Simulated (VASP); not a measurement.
# CsHoCu (Immm) in VASP: relaxation of cell and atoms with PBE

Aim: the relaxation of cell and atoms of CsHoCu with PBE.

All numbers are computed with VASP 6.6.1; they aren't measurements. Logs are shortened: lines on timing, memory, paths and dates and some standing lists are left out, and cuts for length are marked.

## (1) The cell of the first run

Symmetry: Immm, No. 71, orthorhombic system. Conventional cell: a = 5.382 Å, b = 6.637 Å, c = 7.655 Å, α = 90.00°, β = 90.00°, γ = 90.00°. Cs (site symmetry mmm) has 2 Cu at 3.32 Å and 6 Ho at 3.83 to 4.27 Å within 4.4 Å. Ho (site symmetry mmm) has 2 Cu at 2.69 Å within 3.5 Å. Within 3.5 Å of Cu (site symmetry mmm) lie 2 Ho at 2.69 Å and 2 Cs at 3.32 Å.

The cell was generated, and may not be a known phase.

## (2) Relaxation of cell and atoms, PBE

INCAR

```
SYSTEM = CsHoCu
PREC = Accurate
ENCUT = 600
EDIFF = 1E-7
ISMEAR = 0
SIGMA = 0.1
LREAL = .False.
LASPH = .True.
NELM = 200
ALGO = Normal
ISIF = 3
LWAVE = .False.
LCHARG = .False.
GGA = PE
IBRION = 2
NSW = 100
EDIFFG = -0.01
GGA_COMPAT = .False.
NELMIN = 4
LMAXMIX = 6
KPAR = 4
```

KPOINTS

```
Automatic mesh
0
Gamma
  12 12 12
  0 0 0
```

POSCAR

```
CsHoCu
1.0
   -2.6908133590      3.3185782482      3.8276553355
    2.6908133590     -3.3185782482      3.8276553355
    2.6908133590      3.3185782482     -3.8276553355
Cs Ho Cu
1 1 1
Direct
    0.0000000000      0.0000000000      0.0000000000
    0.5000000000      0.5000000000      0.0000000000
    0.5000000000      0.0000000000      0.5000000000
```

Potentials or basis: VASP PAW PBE potentials, release 64 (Cs_sv, Ho_3, Cu), 4f in core.

Command:

```sh
> cat potpaw_PBE.64/Cs_sv/POTCAR potpaw_PBE.64/Ho_3/POTCAR potpaw_PBE.64/Cu/POTCAR > POTCAR
> mpirun -np 4 vasp_std > vasp.out
```

OUTCAR:

```text
SYSTEM = CsHoCu
   PREC = Accurate
   ENCUT = 600
   EDIFF = 1E-7
   ISMEAR = 0
   LREAL = .False.
   LASPH = .True.
   NELM = 200
   ISIF = 3
   GGA = PE
   IBRION = 2
   NSW = 100
   EDIFFG = -0.01
   NELMIN = 4

 ion  position               nearest neighbor table
   1  0.000  0.000  0.000-
   2  0.500  0.500  0.000-   3 2.69   3 2.69
   3  0.500  0.000  0.500-   2 2.69   2 2.69

  LATTYP: Found a body centered orthorhombic cell.
 ALAT       =     5.3816267180
 B/A-ratio  =     1.2332993060
 C/A-ratio  =     1.4224900894

  Lattice vectors:

 A1 = (  -2.6908133590,   3.3185782482,   3.8276553355)
 A2 = (   2.6908133590,  -3.3185782482,   3.8276553355)
 A3 = (   2.6908133590,   3.3185782482,  -3.8276553355)

Analysis of symmetry for initial positions (statically):
=====================================================================
 Subroutine PRICEL returns:
 Original cell was already a primitive cell.

 Routine SETGRP: Setting up the symmetry group for a
 body centered orthorhombic supercell.

 Subroutine GETGRP returns: Found  8 space group operations
 (whereof  8 operations were pure point group operations)
 out of a pool of  8 trial point group operations.

The static configuration has the point symmetry D_2h.

Analysis of symmetry for dynamics (positions and initial velocities):
=====================================================================
 Subroutine PRICEL returns:
 Original cell was already a primitive cell.

 Routine SETGRP: Setting up the symmetry group for a
 body centered orthorhombic supercell.

 Subroutine GETGRP returns: Found  8 space group operations
 (whereof  8 operations were pure point group operations)
 out of a pool of  8 trial point group operations.

The dynamic configuration has the point symmetry D_2h.

 Subroutine INISYM returns: Found  8 space group operations
 (whereof  8 operations are pure point group operations),
 and found     1 'primitive' translations

----------------------------------------------------------------------------------------

                                     Primitive cell

  volume of cell :     136.7189

[... 89 lines left out ...]
   NELM   =    200;   NELMIN=  4; NELMDL= -5     # of ELM steps
   EDIFF  = 0.1E-06   stopping-criterion for ELM
   LREAL  =      F    real-space projection
   EDIFFG = -.1E-01   stopping-criterion for IOM
   NSW    =    100    number of steps for IOM
   IBRION =      2    ionic relax: 0-MD 1-quasi-New 2-CG
   NFREE  =      1    steps in history (QN), initial steepest desc. (CG)
   ISIF   =      3    stress and relaxation
   ISYM   =      2    0-nonsym 1-usesym 2-fastsym
   POTIM  = 0.5000    time-step for ionic-motion
   TEBEG  =    0.0;   TEEND  =   0.0 temperature during run
   PSTRESS=    0.0 pullay stress
   NELECT =      29.0000    total number of electrons
   NUPDOWN=      -1.0000    fix difference up-down
   EMIN   =  10.00;   EMAX   =-10.00  energy-range for DOS
   EFERMI =   0.00;   METHOD = LEGACY
   ISMEAR =     0;   SIGMA  =   0.10  broadening in eV -4-tet -1-fermi 0-gaus
   EFERMI_NEDOS =   21; number of points for ismear=-14 and -15
   IALGO  =     38    algorithm
   IMIX   =      4    mixing-type and parameters
     AMIX     =   0.40;   BMIX     =  1.00
     AMIX_MAG =   1.60;   BMIX_MAG =  1.00
  volume/ion in A,a.u.               =      45.57       307.54
  Fermi-wavevector in a.u.,A,eV,Ry     =   0.976333  1.845002 12.969431  0.953226
  Thomas-Fermi vector in A             =   2.106944
   LORBIT       =      0    0 simple, 1 ext, 2 COOP (PROOUT), +10 PAW based schemes
   GGA     = PE    functional components
   LHFCALC =     F    Hartree Fock is set to
   AEXX    =    0.0000 exact exchange contribution
   IVDW    =     0    specifies the selected vdW correction
   LEPSILON=     F    determine dielectric tensor
   LRPA    =     F    only Hartree local field effects (RPA)
 conjugate gradient relaxation of ions
 non-spin polarized calculation
 Gauss-broadening in eV      SIGMA  =   0.10
  energy-cutoff  :      600.00
  volume of cell :      136.72
 maximum number of plane-waves:      4593
 NGX is ok and might be reduce to    48
   NGX = 23   NGY = 23   NGZ = 23

--------------------------------------- Ionic step        1  -------------------------------------------

 number of electron      29.0000002 magnetization

 Free energy of the ion-electron system (eV)
  ---------------------------------------------------
  ext. energy  EPLUGINS =         0.00000000
  ---------------------------------------------------
  free energy    TOTEN  =        -6.17947906 eV

  energy without entropy =       -6.16530097  energy(sigma->0) =       -6.17239001

------------------------ aborting loop because EDIFF is reached ----------------------------------------

  FORCE on cell =-STRESS in cart. coord.  units (eV):
  Direction    XX          YY          ZZ          XY          YZ          ZX
  --------------------------------------------------------------------------------------
  -------------------------------------------------------------------------------------
  Total        0.2657824      0.3035179      0.1347894     -0.0000000      0.0000000      0.0000000
  in kB        3.1146441      3.5568573      1.5795667     -0.0000000      0.0000000      0.0000000
  external PRESSURE =       2.7503560 kB  Pullay stress =       0.0000000 kB
[... 283 lines left out ...]
--------------------------------------- Ionic step        9  -------------------------------------------

 number of electron      28.9999995 magnetization

 Free energy of the ion-electron system (eV)
  ---------------------------------------------------
  ext. energy  EPLUGINS =         0.00000000
  ---------------------------------------------------
  free energy    TOTEN  =        -6.18427783 eV

  energy without entropy =       -6.16937738  energy(sigma->0) =       -6.17682760

 E-fermi :   1.2778     XC(G=0):  -7.5547

 val. band max:        1.2740614115   @ k =  -0.4167   0.4167   0.0000
 cond. band min:       1.2845222066   @ k =   0.3333  -0.2500   0.0833
 fundamental gap:      0.0104607951
 Fermi energy:         1.2778414428

 k-point     1 :       0.0000    0.0000    0.0000
  band No.  band energies     occupation
      1     -24.4918      2.00000
      2     -24.4581      2.00000
      3     -24.1565      2.00000
      4     -21.1681      2.00000
      5      -8.0995      2.00000
      6      -8.0340      2.00000
[... 481 lines left out ...]
      5      -8.1937      2.00000
      6      -8.0855      2.00000
[... 10 lines left out ...]
     17       2.2780      0.00000
     18       2.5612      0.00000

 [... further k-points ...]
[... 5 lines left out ...]
  --------------------------------------------------------------------------------------
  -------------------------------------------------------------------------------------
  Total        0.0024986     -0.0161195      0.0110876      0.0000000      0.0000000      0.0000000
  in kB        0.0281284     -0.1814661      0.1248195      0.0000000      0.0000000      0.0000000
  external PRESSURE =      -0.0095061 kB  Pullay stress =       0.0000000 kB
[... 18 lines left out ...]
  FREE ENERGIE OF THE ION-ELECTRON SYSTEM (eV)
  ---------------------------------------------------
  free  energy   TOTEN  =        -6.1842778263 eV

  energy  without entropy=       -6.1693773827  energy(sigma->0) =       -6.17682760

 reached required accuracy - stopping structural energy minimisation
```

CONTCAR:

```text
CsHoCu
   1.00000000000000
    -2.6997814849985997    3.3853925263101563    3.8928605803014364
     2.6997814849985997   -3.3853925263101563    3.8928605803014364
     2.6997814849985997    3.3853925263101563   -3.8928605803014364
  Cs              Ho              Cu
     1     1     1
Direct
     0.0000000000000000    0.0000000000000000    0.0000000000000000
     0.5000000000000000    0.5000000000000000    0.0000000000000000
     0.5000000000000000    0.0000000000000000    0.5000000000000000

  0.00000000E+00  0.00000000E+00  0.00000000E+00
  0.00000000E+00  0.00000000E+00  0.00000000E+00
  0.00000000E+00  0.00000000E+00  0.00000000E+00
```

Wall time 14 min (4 MPI ranks of Intel Xeon 6975P-C (Granite Rapids), shared host); peak memory 1.2 GiB.

What came out:

```
Free energy                           : -6.1843 eV
Relaxed volume                        : 47.44 Å³/atom
Relaxed cell                          : a = 5.823 Å, b = 5.823 Å, c = 5.823 Å, α = 124.75°, β = 108.90°, γ = 96.09°
Space group after relaxing (to 0.1 Å) : Immm (No. 71)
Energy gained by relaxing             : 1.6 meV/atom
Ionic steps                           : 9
Pressure after relaxing               : 0.0 GPa
Band gap on the k mesh                : zero (an odd number of electrons rules out a gap without spin polarisation)
```

The path:
| step | energy change (eV) | largest force (eV/Å) | pressure (GPa) | volume (Å³) |
| --- | --- | --- | --- | --- |
| 1 | 0.0000 | 0.0000 | 0.28 | 136.72 |
| 2 | -0.0022 | 0.0000 | 0.15 | 138.27 |
| 3 | -0.0029 | 0.0000 | 0.05 | 139.50 |
| 4 | -0.0029 | 0.0000 | 0.02 | 139.79 |
| 5 | -0.0039 | 0.0000 | 0.02 | 140.58 |
| 6 | -0.0047 | 0.0000 | 0.01 | 141.79 |
| 7 | -0.0047 | 0.0000 | 0.01 | 142.14 |
| 8 | -0.0048 | 0.0000 | -0.01 | 142.27 |
| 9 | -0.0048 | 0.0000 | 0.00 | 142.32 |

Final structure:
```cif
data_structure
_symmetry_space_group_name_H-M 'P 1'
_symmetry_Int_Tables_number 1
_cell_length_a 5.8227
_cell_length_b 5.8227
_cell_length_c 5.8227
_cell_angle_alpha 124.753
_cell_angle_beta 108.900
_cell_angle_gamma 96.087
_cell_volume 142.32
loop_
_atom_site_label
_atom_site_type_symbol
_atom_site_fract_x
_atom_site_fract_y
_atom_site_fract_z
_atom_site_occupancy
Cs1 Cs 0.00000 0.00000 0.00000 1
Ho1 Ho 0.50000 0.50000 0.00000 1
Cu1 Cu 0.50000 0.00000 0.50000 1
```

Levels at points of the mesh, in eV from the Fermi level:
```
           k point  band 11  band 12  band 13  band 14  band 15  band 16  band 17  band 18
(0.00, 0.00, 0.00)    -2.96    -2.55    -2.51    -0.19     0.22     0.65     1.11     1.11
(0.50, 0.00, 0.00)    -2.50    -2.44    -2.29    -0.61     0.46     1.10     1.38     1.47
(0.00, 0.50, 0.00)    -2.55    -2.49    -2.13    -1.29     0.10     0.42     0.92     1.22
(0.50, 0.50, 0.00)    -2.47    -2.43    -1.76    -1.50    -0.55    -0.11     0.51     0.85
(0.50, 0.50, 0.50)    -2.68    -2.47    -2.34    -0.21     0.44     0.55     1.29     1.45
```

Caveat: spin-orbit coupling is left out, which moves the levels of the heavy elements; the 4f electrons are frozen in the core, so they carry no moment and show no levels.
